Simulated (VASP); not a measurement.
# Pt (Fm-3m) in VASP: notebook, part 2 of 2

VASP 6.6.1.

### Step 5. Single point, PBE

The input, INCAR:

```
PREC     = Accurate       # precision mode
ENCUT    = 500            # plane-wave cutoff, eV
EDIFF    = 1E-6           # SCF threshold, eV
ISMEAR   = 1              # smearing method
SIGMA    = 0.05           # smearing width, eV
LREAL    = F              # projectors in reciprocal space
LASPH    = T              # aspherical terms in the spheres
NELM     = 120            # most SCF steps
ALGO     = Normal         # electronic algorithm
ISIF     = 2              # what is computed and relaxed
LWAVE    = F              # write WAVECAR
LCHARG   = T              # write CHGCAR
GGA      = PE             # functional
LELF     = T              # ELF
LVHAR    = T            
NBANDS   = 11             # bands
GGA_COMPAT= F
```

The input, KPOINTS:

```
regular mesh
0
Gamma
  6 6 6
```

The input, POSCAR:

```
Pt
1.0
    0.0000000000      1.9609000000      1.9609000000
    1.9609000000      0.0000000000      1.9609000000
    1.9609000000      1.9609000000      0.0000000000
Pt
1
Direct
    0.0000000000      0.0000000000      0.0000000000
```

Potentials or basis: VASP PAW PBE potentials, release 64 (Pt).

Command:

```bash
> cat potpaw_PBE.64/Pt/POTCAR > POTCAR
> mpirun -np 1 vasp_std > vasp.out
```

OUTCAR:

```text
PREC = Accurate
   ENCUT = 500
   EDIFF = 1E-6
   ISMEAR = 1
   LREAL = F
   LASPH = T
   NELM = 120
   ISIF = 2
   GGA = PE

 ion  position               nearest neighbor table
   1  0.000  0.000  0.000-

  LATTYP: Found a face centered cubic cell.
 ALAT       =     3.9218000000

  Lattice vectors:

 A1 = (   0.0000000000,   1.9609000000,   1.9609000000)
 A2 = (   1.9609000000,   0.0000000000,   1.9609000000)
 A3 = (   1.9609000000,   1.9609000000,   0.0000000000)

Analysis of symmetry for initial positions (statically):
=====================================================================
 Subroutine PRICEL returns:
 Original cell was already a primitive cell.

 Routine SETGRP: Setting up the symmetry group for a
 face centered cubic supercell.

 Subroutine GETGRP returns: Found 48 space group operations
 (whereof 48 operations were pure point group operations)
 out of a pool of 48 trial point group operations.

The static configuration has the point symmetry O_h .

[... 152 lines left out ...]
 cond. band min:      11.3283920698   @ k =   0.5000   0.1667   0.0000
 fundamental gap:      0.0614459659
 Fermi energy:        11.2785906392

 k-point     1 :       0.0000    0.0000    0.0000
  band No.  band energies     occupation
      1       1.0487      2.00000
      2       7.4481      2.00000
      3       7.4481      2.00000
      4       7.4481      2.00000
      5       9.5967      2.00000
      6       9.5967      2.00000
      7      25.9135      0.00000
      8      30.8754      0.00000
      9      30.8754      0.00000
     10      30.8754      0.00000
     11      36.2271      0.00000
[... 197 lines left out ...]
 k-point    16 :      -0.3333    0.5000    0.1667
  band No.  band energies     occupation
      1       5.1147      2.00000
      2       5.5539      2.00000
      3       8.2229      2.00000
      4       9.8534      2.00000
      5      11.7221     -0.00000
      6      17.2797      0.00000
      7      18.6524      0.00000
      8      21.3092      0.00000
      9      23.2565      0.00000
     10      34.7667      0.00000
     11      35.7173      0.00000

------------------------ aborting loop because EDIFF is reached ----------------------------------------

  FORCE on cell =-STRESS in cart. coord.  units (eV):
  Direction    XX          YY          ZZ          XY          YZ          ZX
  --------------------------------------------------------------------------------------
  -------------------------------------------------------------------------------------
  Total        0.6328572      0.6328572      0.6328572      0.0000000      0.0000000     -0.0000000
  in kB       67.2388029     67.2388029     67.2388029      0.0000000      0.0000000     -0.0000000
  external PRESSURE =      67.2388029 kB  Pullay stress =       0.0000000 kB

 VOLUME and BASIS-vectors are now :
 -----------------------------------------------------------------------------
  energy-cutoff  :      500.00
  volume of cell :       15.08
      direct lattice vectors                 reciprocal lattice vectors
     0.000000000  1.960900000  1.960900000    -0.254984956  0.254984956  0.254984956
     1.960900000  0.000000000  1.960900000     0.254984956 -0.254984956  0.254984956
     1.960900000  1.960900000  0.000000000     0.254984956  0.254984956 -0.254984956

 POSITION                                       TOTAL-FORCE (eV/Angst)
 -----------------------------------------------------------------------------------
      0.00000      0.00000      0.00000         0.000000      0.000000      0.000000
 -----------------------------------------------------------------------------------
    total drift:                               -0.000000     -0.000000     -0.000000

  FREE ENERGIE OF THE ION-ELECTRON SYSTEM (eV)
  ---------------------------------------------------
  free  energy   TOTEN  =        -6.1917647272 eV

  energy  without entropy=       -6.1919618633  energy(sigma->0) =       -6.19183044
```

OSZICAR:

```text
N       E                     dE             d eps       ncg     rms          rms(c)
DAV:   1     0.355612894540E+02    0.35561E+02   -0.54903E+03   368   0.845E+02
DAV:   2    -0.611747218529E+01   -0.41679E+02   -0.39739E+02   391   0.168E+02
DAV:   3    -0.658305808065E+01   -0.46559E+00   -0.46426E+00   406   0.174E+01
DAV:   4    -0.658488810357E+01   -0.18300E-02   -0.18299E-02   409   0.124E+00
DAV:   5    -0.658490233633E+01   -0.14233E-04   -0.14234E-04   409   0.102E-01    0.126E+01
DAV:   6    -0.623982386416E+01    0.34508E+00   -0.73752E-01   388   0.698E+00    0.655E+00
DAV:   7    -0.619537712947E+01    0.44447E-01   -0.16282E-01   397   0.322E+00    0.234E+00
DAV:   8    -0.619203569105E+01    0.33414E-02   -0.59667E-03   379   0.671E-01    0.647E-01
DAV:   9    -0.619176312131E+01    0.27257E-03   -0.13002E-04   382   0.102E-01    0.650E-02
DAV:  10    -0.619176486868E+01   -0.17474E-05   -0.41901E-06   445   0.164E-02    0.602E-03
DAV:  11    -0.619176472719E+01    0.14149E-06   -0.34361E-08   221   0.177E-03
   1 F= -.61917647E+01 E0= -.61918304E+01  d E =0.197136E-03
```

stdout:

```text
POSCAR found type information on POSCAR Pt
 POSCAR found :  1 types and       1 ions
 scaLAPACK will be used
 LDA part: xc-table for (Slater+PW92), standard interpolation
 POSCAR, INCAR and KPOINTS ok, starting setup
 FFT: planning ... GRIDC
 FFT: planning ... GRID_SOFT
 FFT: planning ... GRID
 WAVECAR not read
 entering main loop
```

Run time: 4.7 s. Hardware: 1 thread of AMD EPYC 7R43 (Zen 3), shared host; peak memory 0.09 GiB.

Results:

* Free energy: -6.1918 eV
* Pressure: 6.7 GPa
* Band gap on the k mesh: zero (bands 5 and 6 overlap by 2.23 eV)

Caveat: the k points lie up to 0.46 Å⁻¹ apart, too coarse for converged energies and pressures of a metal; spin-orbit coupling is left out, which moves the levels of the heavy elements.

### Step 6. Single point, PBE

The input, INCAR:

```
PREC = Accurate ; ENCUT = 500
EDIFF = 1E-6 ; ISMEAR = 1
SIGMA = 0.025 ; LREAL = False
LASPH = True ; NELM = 120
ALGO = Normal ; ISIF = 2
LWAVE = False ; LCHARG = False
GGA = PE ; NBANDS = 11
GGA_COMPAT = False
```

The input, KPOINTS:

```
Automatic mesh
0
Gamma
  6 6 6
```

POSCAR is that of step 5.

Potentials or basis: VASP PAW PBE potentials, release 64 (Pt).

Command:

```bash
> cat potpaw_PBE.64/Pt/POTCAR > POTCAR
> mpirun -np 1 vasp_std > vasp.out
```

Run time: 4.4 s. Hardware: 1 thread of AMD EPYC 7R43 (Zen 3), shared host; peak memory 0.09 GiB.

Results (log left out):

| Item | Value |
| --- | --- |
| Free energy | -6.1918 eV |
| Pressure | 6.7 GPa |
| Band gap on the k mesh | zero (bands 5 and 6 overlap by 2.23 eV) |

Levels at points of the mesh, in eV from the Fermi level:
```
           k point  band 1  band 2  band 3  band 4  band 5  band 6  band 7  band 8  band 9  band 10
(0.00, 0.00, 0.00)  -10.22   -3.82   -3.82   -3.82   -1.67   -1.67   14.64   19.60   19.60    19.60
(0.50, 0.00, 0.00)   -7.34   -3.89   -3.89   -0.48    0.00    0.00    5.81   14.21   18.97    18.97
(0.50, 0.50, 0.00)   -7.10   -6.65   -0.04    0.45    0.45    1.78    8.86   11.39   11.39    20.14
```

Caveat: the k points lie up to 0.46 Å⁻¹ apart, too coarse for converged energies and pressures of a metal; spin-orbit coupling is left out, which moves the levels of the heavy elements.

### Step 7. Summary

| smearing | gap on the mesh (eV) | pressure (GPa) |
| --- | --- | --- |
| methfessel-paxton 0.25 eV | none | 6.8 |
| methfessel-paxton 0.15 eV | none | 6.7 |
| methfessel-paxton 0.1 eV | none | 6.7 |
| methfessel-paxton 0.05 eV | none | 6.7 |
| methfessel-paxton 0.025 eV | none | 6.7 |

Alike in all rows: task single point; level PBE; potentials or basis VASP PAW PBE potentials, release 64 (Pt); no spin polarisation; cell as given; k mesh 6 × 6 × 6; cutoff (eV) 500.

Caveats: all runs use coarse meshes; spin-orbit coupling is left out, which moves the levels of the heavy elements; so wide a smearing shifts energies and pressures (at least some runs).

Absolute energies hang on the potentials; compare differences alone.

The gap in the log of VASP goes by the Fermi energy; the results here count the filled bands.